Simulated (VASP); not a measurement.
Set up this calculation in VASP 6.6.1, as the native input.

| Property | Result |
| --- | --- |
| Task | relaxation of cell and atoms |
| Functional | PBE |
| Potentials or basis | VASP PAW PBE potentials, release 64 (Li_sv, F) |
| Cutoff | 600 eV |
| k mesh | 4 × 4 × 8 |
| Occupations | gaussian, width 0.02 eV |
| Spin | no spin polarisation |
| Dipole correction | no |
| Further INCAR settings | ALGO = Normal; EDIFF = 1e-06; IBRION = 2; EDIFFG = -0.01; NSW = 100; ISIF = 3 |

The structure of LiF lies in POSCAR:

```
LiF
1.0
    5.5790252042      0.0000000000      0.0000000000
    0.0000000000      5.5790252042      0.0000000000
    0.0000000000      0.0000000000      2.9313252982
Li F
4 4
Direct
    0.1015593284      0.3338355591      0.2459105165
    0.8984406716      0.6661644409      0.7459105165
    0.6661644409      0.1015593284      0.9959105165
    0.3338355591      0.8984406716      0.4959105165
    0.3267898527      0.1234768005      0.0040894835
    0.6732101473      0.8765231995      0.5040894835
    0.8765231995      0.3267898527      0.7540894835
    0.1234768005      0.6732101473      0.2540894835
```

One way to write it, as run:

INCAR

```
SYSTEM = LiF
  PREC = Accurate
  ENCUT = 600
  EDIFF = 1E-6
  ISMEAR = 0
  SIGMA = 0.02
  LREAL = .False.
  LASPH = .True.
  NELM = 100
  ALGO = Normal
  ISIF = 3
  LWAVE = .False.
  LCHARG = .False.
  GGA = PE
  IBRION = 2
  NSW = 100
  EDIFFG = -0.01
```

KPOINTS

```
regular mesh
0
Gamma
  4 4 8
  0 0 0
```

Potentials or basis: VASP PAW PBE potentials, release 64 (Li_sv, F).

The run is started by

```bash
$ cat potpaw_PBE.64/Li_sv/POTCAR potpaw_PBE.64/F/POTCAR > POTCAR
$ mpirun -np 1 vasp_std > vasp.out
```

Results of the run:

* Relaxed volume: 11.32 Å³/atom
* Relaxed cell: a = 5.567 Å, b = 5.567 Å, c = 2.922 Å, α = 90.00°, β = 90.00°, γ = 90.00°
* Space group after relaxing (to 0.05 Å): P4_3 (No. 78)
* Energy gained by relaxing: 0.1 meV/atom
* Ionic steps: 6
* Pressure after relaxing: 0.0 GPa
* Largest force after relaxing: 0.008 eV/Å
* Band gap on the k mesh: 7.02 eV, direct

Caveat: the cutoff is under 1.25 times the usual one of these potentials, so pressure, stress and relaxed cells hold a basis-set (Pulay) error.

It took 100 s on 1 thread of Intel(R) Xeon(R) 6975P-C (Granite Rapids), with other jobs on the host, peak memory 0.25 GiB.
